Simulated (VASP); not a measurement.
# BaMg6Ti (P-6m2) in VASP: a series of runs, part 2 of 2

VASP 6.6.1. Earlier steps stand in the parts before.

## Step 3: Single point, PBE

This run uses another cell than the first one, of 24.54 Å³/atom.

Input file INCAR:

```
PREC     = Accurate       # precision mode
ENCUT    = 520            # plane-wave cutoff, eV
EDIFF    = 1E-7           # SCF threshold, eV
ISMEAR   = -1             # smearing method
SIGMA    = 0.05           # smearing width, eV
LREAL    = False          # projectors in reciprocal space
LASPH    = True           # aspherical terms in the spheres
NELM     = 100            # most SCF steps
ALGO     = Fast           # electronic algorithm
ISIF     = 2              # what is computed and relaxed
LWAVE    = False          # write WAVECAR
LCHARG   = False          # write CHGCAR
GGA      = PE             # functional
NBANDS   = 27             # bands
```

Input file KPOINTS:

```
regular mesh
0
Gamma
  5 5 5
```

Input file POSCAR:

```
BaMg6Ti
1.0
    6.5928356663      0.0000000000      0.0000000000
   -3.2964178331      5.7095631700      0.0000000000
    0.0000000000      0.0000000000      5.2163325097
Ba Ti Mg
1 1 6
Direct
    0.0000000000      0.0000000000      0.0000000000
    0.6666666667      0.3333333333      0.5000000000
    0.5140310000      0.4859690000      0.0000000000
    0.9719380000      0.4859690000      0.0000000000
    0.5140310000      0.0280620000      0.0000000000
    0.1770245000      0.8229755000      0.5000000000
    0.6459510000      0.8229755000      0.5000000000
    0.1770245000      0.3540490000      0.5000000000
```

Potentials or basis: VASP PAW PBE potentials, release 64 (Ba_sv, Ti_sv, Mg).

The run is started by

```sh
$ cat potpaw_PBE.64/Ba_sv/POTCAR potpaw_PBE.64/Ti_sv/POTCAR potpaw_PBE.64/Mg/POTCAR > POTCAR
$ mpirun -np 1 vasp_std > vasp.out
```

OUTCAR:

```text
PREC = Accurate
   ENCUT = 520
   EDIFF = 1E-7
   ISMEAR = -1
   LREAL = False
   LASPH = True
   NELM = 100
   ISIF = 2
   GGA = PE

 ion  position               nearest neighbor table
   1  0.000  0.000  0.000-   6 3.30   6 3.30   8 3.30   8 3.30   7 3.30   7 3.30   4 3.30   4 3.30
                             5 3.30   5 3.30   3 3.30   3 3.30
   2  0.667  0.333  0.500-   5 3.14   5 3.14   4 3.14   4 3.14   3 3.14   3 3.14
   3  0.514  0.486  0.000-   5 3.02   4 3.02   2 3.14   2 3.14   7 3.25   7 3.25   8 3.25   8 3.25
                             1 3.30   1 3.30   5 3.57   4 3.57
   4  0.972  0.486  0.000-   3 3.02   5 3.02   2 3.14   2 3.14   8 3.25   8 3.25   6 3.25   6 3.25
[... 661 lines left out ...]
  in kB       15.6271162     15.6271162      6.1283916      0.0000000     -0.0000000      0.0000000
  external PRESSURE =      12.4608747 kB  Pullay stress =       0.0000000 kB

 VOLUME and BASIS-vectors are now :
 -----------------------------------------------------------------------------
  energy-cutoff  :      520.00
  volume of cell :      196.35
      direct lattice vectors                 reciprocal lattice vectors
     6.592835666  0.000000000  0.000000000     0.151679801  0.087572374  0.000000000
    -3.296417833  5.709563170  0.000000000     0.000000000  0.175144748  0.000000000
     0.000000000  0.000000000  5.216332510     0.000000000  0.000000000  0.191705571

 POSITION                                       TOTAL-FORCE (eV/Angst)
 -----------------------------------------------------------------------------------
      0.00000      0.00000      0.00000        -0.000000      0.000000     -0.000000
      3.29642      1.90319      2.60817        -0.000000      0.000000     -0.000000
      1.78697      2.77467      0.00000        -0.180820      0.104397      0.000000
      4.80587      2.77467      0.00000         0.180820      0.104397      0.000000
      3.29642      0.16022      0.00000        -0.000000     -0.208793     -0.000000
     -1.54578      4.69883      2.60817        -0.006288      0.003631     -0.000000
      1.54578      4.69883      2.60817         0.006288      0.003631     -0.000000
      0.00000      2.02147      2.60817        -0.000000     -0.007261      0.000000
 -----------------------------------------------------------------------------------
    total drift:                               -0.000001      0.000000      0.000000

  FREE ENERGIE OF THE ION-ELECTRON SYSTEM (eV)
  ---------------------------------------------------
  free  energy   TOTEN  =       -17.1840975186 eV

  energy  without entropy=      -17.1178234228  energy(sigma->0) =      -17.15096047
```

OSZICAR:

```text
N       E                     dE             d eps       ncg     rms          rms(c)
DAV:   1     0.200855647240E+03    0.20086E+03   -0.13760E+04   850   0.107E+03
DAV:   2     0.571344929609E+01   -0.19514E+03   -0.18725E+03   908   0.239E+02
DAV:   3    -0.187663602150E+02   -0.24480E+02   -0.23814E+02  1300   0.749E+01
DAV:   4    -0.206841397391E+02   -0.19178E+01   -0.18906E+01  1204   0.169E+01
[... 42 lines left out ...]
RMM:  47    -0.171840970870E+02   -0.14699E-06   -0.16224E-06   938   0.327E-03    0.235E-03
RMM:  48    -0.171840972390E+02   -0.15197E-06   -0.17363E-06   944   0.316E-03    0.208E-03
RMM:  49    -0.171840973441E+02   -0.10516E-06   -0.11169E-06   910   0.304E-03    0.150E-03
RMM:  50    -0.171840974617E+02   -0.11758E-06   -0.12621E-06   996   0.303E-03    0.102E-03
RMM:  51    -0.171840975186E+02   -0.56920E-07   -0.79768E-07   828   0.260E-03
   1 F= -.17184098E+02 E0= -.17150960E+02  d E =-.662741E-01
```

Run time: 13 min. Hardware: 1 thread of AMD EPYC 7R13, shared host; peak memory 0.34 GiB.

What came out:

| Item | Value |
| --- | --- |
| Free energy | -17.1841 eV |
| Pressure | 1.2 GPa |
| Largest force | 0.209 eV/Å |
| Band gap on the k mesh | zero (bands 17 and 18 overlap by 0.19 eV) |

Forces on the atoms (eV/Å):
```
Ba   0.000  0.000  0.000
Ti   0.000  0.000  0.000
Mg  -0.181  0.104  0.000
Mg   0.181  0.104  0.000
Mg   0.000 -0.209  0.000
Mg  -0.006  0.004  0.000
Mg   0.006  0.004  0.000
Mg   0.000 -0.007  0.000
```

Stress tensor (GPa, compression positive):
```
1.56 0.00 0.00
0.00 1.56 0.00
0.00 0.00 0.61
```

Levels at points of the mesh, in eV from the Fermi level:
```tsv
k point	band 14	band 15	band 16	band 17	band 18	band 19	band 20	band 21
(0.00, 0.00, 0.00)	-0.87	-0.87	-0.56	0.09	0.09	0.51	1.17	1.23
```

Caveat: spin-orbit coupling is left out, which moves the levels of the heavy elements.

## Step 4: Single point, PBE

This run uses another cell than the first one, of 25.06 Å³/atom.

Input file INCAR:

```
PREC = Accurate
ENCUT = 520
EDIFF = 1E-6
ISMEAR = -1
SIGMA = 0.05
LREAL = False
LASPH = True
NELM = 80
ALGO = Normal
ISIF = 2
LWAVE = False
LCHARG = False
GGA = PE
NBANDS = 27
```

KPOINTS is that of step 3.

Changes to POSCAR since step 3:

```diff
@@ -2,5 +2,5 @@
 1.0
-    6.5928356663      0.0000000000      0.0000000000
-   -3.2964178331      5.7095631700      0.0000000000
-    0.0000000000      0.0000000000      5.2163325097
+    6.6383049353      0.0000000000      0.0000000000
+   -3.3191524676      5.7489407121      0.0000000000
+    0.0000000000      0.0000000000      5.2523083535
 Ba Ti Mg
```

The run is started by

```sh
$ cat potpaw_PBE.64/Ba_sv/POTCAR potpaw_PBE.64/Ti_sv/POTCAR potpaw_PBE.64/Mg/POTCAR > POTCAR
$ mpirun -np 1 vasp_std > vasp.out
```

Wall time 3.8 min (1 thread of AMD EPYC 7R13, shared host); peak memory 0.32 GiB.

Results (log left out):

```yaml
Free_energy: -17.2063 eV
Pressure: 0.5 GPa
Largest_force: 0.177 eV/Å
Band_gap_on_the_k_mesh: zero (bands 17 and 18 overlap by 0.19 eV)
```

Forces in eV/Å, atoms in the order of the input:
```
Ba   0.000  0.000  0.000
Ti   0.000  0.000  0.000
Mg  -0.153  0.088  0.000
Mg   0.153  0.088  0.000
Mg   0.000 -0.177  0.000
Mg   0.002 -0.001  0.000
Mg  -0.002 -0.001  0.000
Mg   0.000  0.002  0.000
```

Stress tensor (GPa, compression positive):
```
 0.81  0.00  0.00
 0.00  0.81  0.00
 0.00  0.00 -0.15
```

Levels at points of the mesh, in eV from the Fermi level:
| k point | band 14 | band 15 | band 16 | band 17 | band 18 | band 19 | band 20 | band 21 |
| --- | --- | --- | --- | --- | --- | --- | --- | --- |
| (0.00, 0.00, 0.00) | -0.88 | -0.88 | -0.56 | 0.09 | 0.09 | 0.48 | 1.14 | 1.19 |

Caveat: spin-orbit coupling is left out, which moves the levels of the heavy elements.

## Step 5: Overview

```tsv
cell	gap on the mesh (eV)	pressure (GPa)	largest force (eV/Å)
a = 6.547, b = 6.547, c = 5.180 Å, angles 90.0, 90.0, 120.0°, 8 atoms	none	2.1	0.24
a = 6.593, b = 6.593, c = 5.216 Å, angles 90.0, 90.0, 120.0°, 8 atoms	none	1.2	0.21
a = 6.638, b = 6.638, c = 5.252 Å, angles 90.0, 90.0, 120.0°, 8 atoms	none	0.5	0.18
```

Alike in all rows: task single point; level PBE; potentials or basis VASP PAW PBE potentials, release 64 (Ba_sv, Ti_sv, Mg); no spin polarisation; k mesh 5 × 5 × 5; cutoff (eV) 520; smearing fermi-dirac 0.05 eV.

Caveats: spin-orbit coupling is left out, which moves the levels of the heavy elements.

Total energies depend on the potentials used, so only differences within one code and one set of settings carry meaning.
